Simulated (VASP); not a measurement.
A run of VASP 6.6.1 is set up as follows.

The input INCAR:

```
ALGO     = Normal         # electronic algorithm
EDIFF    = 1E-6           # SCF threshold, eV
ENCUT    = 690            # plane-wave cutoff, eV
GGA      = PE             # functional
GGA_COMPAT= False        
ISIF     = 2              # what is computed and relaxed
ISMEAR   = -1             # smearing method
LASPH    = True           # aspherical terms in the spheres
LCHARG   = False          # write CHGCAR
LREAL    = False          # projectors in reciprocal space
LWAVE    = False          # write WAVECAR
NBANDS   = 23             # bands
NELM     = 120            # most SCF steps
PREC     = Accurate       # precision mode
SIGMA    = 0.1            # smearing width, eV
```

File KPOINTS:

```
k-points
0
Gamma
  13 13 13
```

Contents of POSCAR:

```
Fe
1.0
    0.0000000000      2.3361040874      2.3361040874
    2.3361040874      0.0000000000      2.3361040874
    2.3361040874      2.3361040874      0.0000000000
Fe
2
Direct
    0.1250000000      0.1250000000      0.1250000000
    0.8750000000      0.8750000000      0.8750000000
```

Potentials or basis: VASP PAW PBE potentials, release 64 (Fe_sv).

Command:

```bash
$ cat potpaw_PBE.64/Fe_sv/POTCAR > POTCAR
$ mpirun -np 1 vasp_std > vasp.out
```

Question: Predict the pressure.

Answer: 25.0 GPa.

Question: What does it give for the band gap on the k mesh?

Answer: Zero (bands 16 and 17 overlap by 0.92 eV).

Caveat: the cell stands under pressure; the run has no spin polarisation, though such a crystal can be magnetic. Spin polarisation is off, so any magnetic state and its effect on volume and gap are missing.
